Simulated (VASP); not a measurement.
Set up this calculation in VASP 6.6.1, as the native input.

```
Task                   : single point
Functional             : r2SCAN
Potentials or basis    : VASP PAW PBE potentials, release 64 (Tc_pv, Mo_sv)
Cutoff                 : 520 eV
k mesh                 : 11 × 11 × 7
Occupations            : methfessel-paxton, width 0.1 eV
Spin                   : no spin polarisation
Dipole correction      : no
Further INCAR settings : ALGO = Normal; EDIFF = 1e-07; NBANDS = 20
```

TcMo:

```
CELL_PARAMETERS angstrom
1.54905 -2.24036 0.00000
1.54905 2.24036 0.00000
0.00000 0.00000 4.42249
ATOMIC_POSITIONS crystal
Tc 0.50000 0.50000 0.50000
Mo 0.00000 0.00000 0.00000
```

The input as run:

POSCAR

```
TcMo
1.0
    1.5490510000     -2.2403620000      0.0000000000
    1.5490510000      2.2403620000      0.0000000000
    0.0000000000      0.0000000000      4.4224910000
Tc Mo
1 1
Direct
    0.5000000000      0.5000000000      0.5000000000
    0.0000000000      0.0000000000      0.0000000000
```

INCAR.step1

```
SYSTEM = TcMo
PREC = Accurate
ENCUT = 520
ISMEAR = 1
SIGMA = 0.1
LREAL = .FALSE.
LASPH = .TRUE.
NELM = 80
NBANDS = 20
GGA = PE
ALGO = Normal
EDIFF = 1E-4
LWAVE = .TRUE.
LCHARG = .FALSE.
```

INCAR.step2

```
SYSTEM = TcMo
PREC = Accurate
ENCUT = 520
EDIFF = 1E-7
ISMEAR = 1
SIGMA = 0.1
LREAL = .FALSE.
LASPH = .TRUE.
NELM = 80
ALGO = Normal
ISIF = 2
LWAVE = .FALSE.
LCHARG = .TRUE.
METAGGA = R2SCAN
LMIXTAU = .TRUE.
LELF = .TRUE.
LVHAR = .TRUE.
NBANDS = 20
ISTART = 1
```

KPOINTS

```
regular mesh
0
G
  11 11 7
  0 0 0
```

Potentials or basis: VASP PAW PBE potentials, release 64 (Tc_pv, Mo_sv).

Launch:

```console
$ cat potpaw_PBE.64/Tc_pv/POTCAR potpaw_PBE.64/Mo_sv/POTCAR > POTCAR
$ cp INCAR.step1 INCAR
$ mpirun -np 1 vasp_std > vasp.out
$ cp INCAR.step2 INCAR
$ mpirun -np 1 vasp_std > vasp.out
```

Results of the run:

| Quantity | Value |
| --- | --- |
| Pressure | -5.9 GPa |

Caveat: the PAW data sets were made with another functional, which shifts forces and pressure a little.

Wall time 110 s on 1 thread of Intel(R) Xeon(R) 6975P-C (Granite Rapids), on a shared host, peak memory 0.21 GiB.
